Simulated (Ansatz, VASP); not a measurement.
# One calculation of TePb, two programs

File POSCAR:

```
TePb
1.0
    0.0000000000      3.0656500000      3.0656500000
    3.0656500000      0.0000000000      3.0656500000
    3.0656500000      3.0656500000      0.0000000000
Te Pb
1 1
Direct
    0.5000000000      0.5000000000      0.5000000000
    0.0000000000      0.0000000000      0.0000000000
```

INCAR.step1

```
SYSTEM = TePb
  PREC = Accurate
  ENCUT = 520
  ISMEAR = 0
  SIGMA = 0.05
  LREAL = .FALSE.
  LASPH = .TRUE.
  NELM = 100
  NBANDS = 17
  GGA = PE
  ALGO = Normal
  EDIFF = 1E-4
  LWAVE = .TRUE.
  LCHARG = .FALSE.
```

File INCAR.step2:

```
SYSTEM = TePb
  PREC = Accurate
  ENCUT = 520
  EDIFF = 1E-6
  ISMEAR = 0
  SIGMA = 0.05
  LREAL = .FALSE.
  LASPH = .TRUE.
  NELM = 100
  ALGO = Normal
  ISIF = 2
  LWAVE = .FALSE.
  LCHARG = .FALSE.
  METAGGA = R2SCAN
  LMIXTAU = .TRUE.
  NBANDS = 17
  ISTART = 1
```

The input KPOINTS:

```
regular mesh
0
G
  8 8 8
  0 0 0
```

Input for Ansatz:

```yaml
crystal:
  lattice:
    - [0.0, 3.06565, 3.06565]
    - [3.06565, 0.0, 3.06565]
    - [3.06565, 3.06565, 0.0]
  atoms:
    - { symbol: Te, position: [0.5, 0.5, 0.5] }
    - { symbol: Pb, position: [0.0, 0.0, 0.0] }
basis:
  ecutwfc: 500
kpoints:
  mp_grid: { grid: [8, 8, 8] }
hamiltonian:
  xc: r2scan
scf:
  occupations: { method: gaussian, width: 0.05 }
output:
  forces: true
  stress: true
  eigenvalues: true
```

Change from the starting cell: strain -0.050 along x and y, -0.050 along z, atoms carried along.

Alike in both runs: task single point; functional r2SCAN; k mesh 8 × 8 × 8; occupations gaussian, width 0.05 eV; no spin polarisation.

|  | VASP | Ansatz |
| --- | --- | --- |
| version | VASP 6.6.1 | Ansatz 0.2.0 |
| potentials or method | VASP PAW PBE potentials, release 64 (Te, Pb_d), cutoff 520 eV | scalar-relativistic, plane waves, PAW |
| valence electrons in the cell | 20 | 30 |

```tsv
	VASP	Ansatz	Ansatz less VASP
gap on the k mesh at the Fermi level (eV)	0.57	0.56	-0.007
least direct gap on the mesh (eV)	0.57	0.56	-0.007
pressure (GPa)	12.4	12.4	-0.03
```

VASP's potentials were made for PBE, not for r2SCAN. VASP's potentials hold 20 valence electrons a cell and Ansatz's 30, so a difference there can come from the potentials and not from the codes.

Spin-orbit coupling is off throughout.
